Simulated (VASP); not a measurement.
Input of a VASP 6.6.1 run:

The input INCAR:

```
SYSTEM = Si5P2
ALGO = Normal ; EDIFF = 1E-6
EDIFFG = -0.01 ; ENCUT = 600
GGA = PE ; IBRION = 2
ISIF = 3 ; ISMEAR = 0
LASPH = .True. ; LCHARG = .False.
LREAL = .False. ; LWAVE = .False.
NELM = 100 ; NSW = 100
PREC = Accurate ; SIGMA = 0.1
```

The input KPOINTS:

```
k-points
0
Gamma
  12 12 4
  0 0 0
```

POSCAR

```
Si5P2
1.0
    3.7793320328      0.0000000000      0.0000000000
   -1.8896660164      3.2729975498      0.0000000000
    0.0000000000      0.0000000000     10.8335498395
Si P
5 2
Direct
    0.3333333333      0.6666666667      0.3148611709
    0.6666666667      0.3333333333      0.6851388291
    0.0000000000      0.0000000000      0.3913774746
    0.0000000000      0.0000000000      0.6086225254
    0.0000000000      0.0000000000      0.0000000000
    0.3333333333      0.6666666667      0.1068368072
    0.6666666667      0.3333333333      0.8931631928
```

Potentials or basis: VASP PAW PBE potentials, release 64 (Si, P).

Launch:

```bash
$ cat potpaw_PBE.64/Si/POTCAR potpaw_PBE.64/P/POTCAR > POTCAR
$ mpirun -np 1 vasp_std > vasp.out
```

(1) What does it give for the band gap on the k mesh?

(2) Predict the relaxed volume.

Results:

(1) zero (bands 15 and 16 overlap by 0.36 eV).

(2) 19.15 Å³/atom.
